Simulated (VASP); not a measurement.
# GaN (F-43m) in VASP: further runs

GaN is run at these levels: PBE; tasks: relaxation of cell and atoms, single point.

Everything below comes from runs of VASP 6.6.1. Logs are shortened: lines on timing, memory, paths and dates and some standing lists are left out, and cuts for length are marked.

### Step 1. The cell of the first run

The structure is cubic, space group F-43m (No. 216). Conventional cell: a = 4.548 Å, b = 4.548 Å, c = 4.548 Å, α = 90.00°, β = 90.00°, γ = 90.00°. Ga (site symmetry -43m) has 4 N at 1.97 Å within 2.6 Å. N (site symmetry -43m) has 4 Ga at 1.97 Å within 2.6 Å.

### Step 2. Relaxation of cell and atoms, PBE, target pressure 12 GPa, at which the enthalpy is minimised

INCAR reads:

```
SYSTEM = GaN
PREC = Accurate
ENCUT = 600
EDIFF = 1E-7
ISMEAR = 0
SIGMA = 0.01
LREAL = .FALSE.
LASPH = .TRUE.
NELM = 80
ALGO = Normal
ISIF = 3
LWAVE = .FALSE.
LCHARG = .FALSE.
GGA = PE
IBRION = 2
NSW = 80
EDIFFG = -0.001
PSTRESS = 120.0
```

KPOINTS reads:

```
Automatic mesh
0
G
  10 10 10
  0 0 0
```

POSCAR reads:

```
GaN
1.0
    0.0000000000      2.2742384951      2.2742384951
    2.2742384951      0.0000000000      2.2742384951
    2.2742384951      2.2742384951      0.0000000000
Ga N
1 1
Direct
    0.0000000000      0.0000000000      0.0000000000
    0.7500000000      0.7500000000      0.7500000000
```

Potentials or basis: VASP PAW PBE potentials, release 64 (Ga_d, N).

On the command line:

```sh
$ cat potpaw_PBE.64/Ga_d/POTCAR potpaw_PBE.64/N/POTCAR > POTCAR
$ mpirun -np 1 vasp_std > vasp.out
```

OUTCAR:

```text
SYSTEM = GaN
   PREC = Accurate
   ENCUT = 600
   EDIFF = 1E-7
   ISMEAR = 0
   LREAL = .FALSE.
   LASPH = .TRUE.
   NELM = 80
   ISIF = 3
   GGA = PE
   IBRION = 2
   NSW = 80
   EDIFFG = -0.001
   PSTRESS = 120.0

 ion  position               nearest neighbor table
   1  0.000  0.000  0.000-   2 1.97   2 1.97   2 1.97   2 1.97
   2  0.750  0.750  0.750-   1 1.97   1 1.97   1 1.97   1 1.97

  LATTYP: Found a face centered cubic cell.
 ALAT       =     4.5484769902

  Lattice vectors:

 A1 = (   0.0000000000,   2.2742384951,   2.2742384951)
 A2 = (   2.2742384951,   0.0000000000,   2.2742384951)
 A3 = (   2.2742384951,   2.2742384951,   0.0000000000)

Analysis of symmetry for initial positions (statically):
=====================================================================
 Subroutine PRICEL returns:
 Original cell was already a primitive cell.

 Routine SETGRP: Setting up the symmetry group for a
 face centered cubic supercell.

 Subroutine GETGRP returns: Found 24 space group operations
 (whereof 24 operations were pure point group operations)
 out of a pool of 48 trial point group operations.

The static configuration has the point symmetry T_d .

Analysis of symmetry for dynamics (positions and initial velocities):
=====================================================================
 Subroutine PRICEL returns:
 Original cell was already a primitive cell.

 Routine SETGRP: Setting up the symmetry group for a
 face centered cubic supercell.

 Subroutine GETGRP returns: Found 24 space group operations
 (whereof 24 operations were pure point group operations)
 out of a pool of 48 trial point group operations.

The dynamic configuration has the point symmetry T_d .

 Subroutine INISYM returns: Found 24 space group operations
 (whereof 24 operations are pure point group operations),
 and found     1 'primitive' translations

----------------------------------------------------------------------------------------

                                     Primitive cell

  volume of cell :      23.5255

  direct lattice vectors                    reciprocal lattice vectors
     0.000000000  2.274238495  2.274238495    -0.219853811  0.219853811  0.219853811
     2.274238495  0.000000000  2.274238495     0.219853811 -0.219853811  0.219853811
     2.274238495  2.274238495  0.000000000     0.219853811  0.219853811 -0.219853811

  length of vectors
     3.216258924  3.216258924  3.216258924     0.380797971  0.380797971  0.380797971

  position of ions in fractional coordinates (direct lattice)
     0.000000000  0.000000000  0.000000000
     0.750000000  0.750000000  0.750000000

[... 99 lines left out ...]
  Thomas-Fermi vector in A             =   2.609238
   LORBIT       =      0    0 simple, 1 ext, 2 COOP (PROOUT), +10 PAW based schemes
   GGA     = PE    functional components
   LHFCALC =     F    Hartree Fock is set to
   AEXX    =    0.0000 exact exchange contribution
   IVDW    =     0    specifies the selected vdW correction
   LEPSILON=     F    determine dielectric tensor
   LRPA    =     F    only Hartree local field effects (RPA)
 conjugate gradient relaxation of ions
 non-spin polarized calculation
 Gauss-broadening in eV      SIGMA  =   0.01
  energy-cutoff  :      600.00
  volume of cell :       23.53
 maximum number of plane-waves:       801
 NGX is ok and might be reduce to    28
   NGX = 13   NGY = 13   NGZ = 13

--------------------------------------- Ionic step        1  -------------------------------------------

 number of electron      18.0000002 magnetization

 Free energy of the ion-electron system (eV)
  ---------------------------------------------------
  ext. energy  EPLUGINS =         0.00000000
  ---------------------------------------------------
  free energy    TOTEN  =       -12.15505524 eV

  energy without entropy =      -12.15505524  energy(sigma->0) =      -12.15505524

------------------------ aborting loop because EDIFF is reached ----------------------------------------

  FORCE on cell =-STRESS in cart. coord.  units (eV):
  Direction    XX          YY          ZZ          XY          YZ          ZX
  --------------------------------------------------------------------------------------
  -------------------------------------------------------------------------------------
  Total       -0.0088965     -0.0088965     -0.0088965      0.0000000      0.0000000      0.0000000
  in kB       -0.6058876     -0.6058876     -0.6058876      0.0000000      0.0000000      0.0000000
  external PRESSURE =    -120.6058876 kB  Pullay stress =     120.0000000 kB
[... 291 lines left out ...]
--------------------------------------- Ionic step        9  -------------------------------------------

 number of electron      18.0000000 magnetization

 Free energy of the ion-electron system (eV)
  ---------------------------------------------------
  ext. energy  EPLUGINS =         0.00000000
  ---------------------------------------------------
  free energy    TOTEN  =       -12.10552808 eV

  energy without entropy =      -12.10552808  energy(sigma->0) =      -12.10552808

 E-fermi :   5.7321     XC(G=0): -11.8516

 val. band max:        5.6612604645   @ k =   0.0000   0.0000   0.0000
 cond. band min:       7.6074708926   @ k =   0.0000   0.0000   0.0000
 fundamental gap:      1.9462104281
 Fermi energy:         5.7321239525

 k-point     1 :       0.0000    0.0000    0.0000
  band No.  band energies     occupation
      1     -10.5724      2.00000
      2      -7.8142      2.00000
      3      -7.8142      2.00000
      4      -7.8142      2.00000
      5      -7.4580      2.00000
      6      -7.4580      2.00000
      7       5.6613      2.00000
      8       5.6613      2.00000
      9       5.6613      2.00000
     10       7.6075      0.00000
     11      16.1795      0.00000
     12      16.1795      0.00000
     13      16.1795      0.00000
[... 354 lines left out ...]
  band No.  band energies     occupation
      1      -9.4811      2.00000
      2      -7.6778      2.00000
      3      -7.5664      2.00000
      4      -7.5654      2.00000
      5      -7.3915      2.00000
      6      -6.5771      2.00000
      7       0.5632      2.00000
      8       3.0833      2.00000
      9       3.4152      2.00000
     10      10.1759      0.00000
     11      13.0620      0.00000
     12      16.6588      0.00000
     13      18.8313      0.00000

 [... further k-points ...]

------------------------ aborting loop because EDIFF is reached ----------------------------------------

  FORCE on cell =-STRESS in cart. coord.  units (eV):
  Direction    XX          YY          ZZ          XY          YZ          ZX
  --------------------------------------------------------------------------------------
  -------------------------------------------------------------------------------------
  Total        1.6559395      1.6559395      1.6559395     -0.0000000     -0.0000000     -0.0000000
  in kB      119.9594606    119.9594606    119.9594606     -0.0000000     -0.0000000     -0.0000000
  external PRESSURE =      -0.0405394 kB  Pullay stress =     120.0000000 kB
[... 21 lines left out ...]
  energy  without entropy=      -12.1055280815  energy(sigma->0) =      -12.10552808

  enthalpy is  TOTEN    =       -10.4490289262 eV   P V=        1.6564991552

 reached required accuracy - stopping structural energy minimisation
```

CONTCAR:

```text
GaN
   1.00000000000000
    -0.0000000000000000    2.2279059489223627    2.2279059489223627
     2.2279059489223627    0.0000000000000000    2.2279059489223627
     2.2279059489223627    2.2279059489223627   -0.0000000000000000
  Ga              N
     1     1
Direct
     1.0000000000000000    1.0000000000000000    0.0000000000000000
     0.7500000000000000    0.7500000000000000    0.7500000000000000

  0.00000000E+00  0.00000000E+00  0.00000000E+00
  0.00000000E+00  0.00000000E+00  0.00000000E+00
```

Run time: 41 s. Hardware: 1 thread of Intel Xeon 6975P-C (Granite Rapids), shared host; peak memory 0.18 GiB.

What came out:

* Free energy: -12.1055 eV
* Relaxed volume: 11.06 Å³/atom
* Relaxed cell: a = 3.151 Å, b = 3.151 Å, c = 3.151 Å, α = 60.00°, β = 60.00°, γ = 60.00°
* Space group after relaxing (to 0.05 Å): F-43m (No. 216)
* Energy change on relaxing (the enthalpy is what falls): +24.8 meV/atom
* Ionic steps: 9
* Pressure after relaxing: 12.0 GPa
* Band gap on the k mesh: 1.95 eV, direct

Step by step:
| step | energy change (eV) | largest force (eV/Å) | pressure (GPa) | volume (Å³) |
| --- | --- | --- | --- | --- |
| 1 | 0.0000 | 0.0000 | -0.06 | 23.53 |
| 2 | 0.2371 | 0.0000 | 29.69 | 20.64 |
| 3 | 0.0483 | 0.0000 | 11.86 | 22.13 |
| 4 | 0.0503 | 0.0000 | 12.13 | 22.11 |
| 5 | 0.0484 | 0.0000 | 11.80 | 22.13 |
| 6 | 0.0496 | 0.0000 | 12.02 | 22.12 |
| 7 | 0.0495 | 0.0000 | 11.98 | 22.12 |
| 8 | 0.0496 | 0.0000 | 12.02 | 22.12 |
| 9 | 0.0495 | 0.0000 | 12.00 | 22.12 |

Final structure:
```yaml
crystal:
  lattice:
    - [0.00000, 2.22791, 2.22791]
    - [2.22791, 0.00000, 2.22791]
    - [2.22791, 2.22791, 0.00000]
  atoms:
    - { symbol: Ga, position: [0.00000, 0.00000, 0.00000] }
    - { symbol: N, position: [0.75000, 0.75000, 0.75000] }
```

Levels at points of the mesh, in eV from the valence-band top:
| k point | band 7 | band 8 | band 9 | band 10 | band 11 | band 12 |
| --- | --- | --- | --- | --- | --- | --- |
| (0.00, 0.00, 0.00) | 0.00 | 0.00 | 0.00 | 1.95 | 10.52 | 10.52 |
| (0.50, 0.00, 0.00) | -7.27 | -1.01 | -1.01 | 4.88 | 8.90 | 10.55 |
| (0.50, 0.50, 0.00) | -6.27 | -2.82 | -2.82 | 3.36 | 6.87 | 11.96 |

Caveat: the cell is relaxed towards a set pressure, so the enthalpy falls and the energy may rise. Expect the measured gap to be larger: semilocal functionals such as PBE lack the derivative discontinuity.

[end of part 1 of 4]
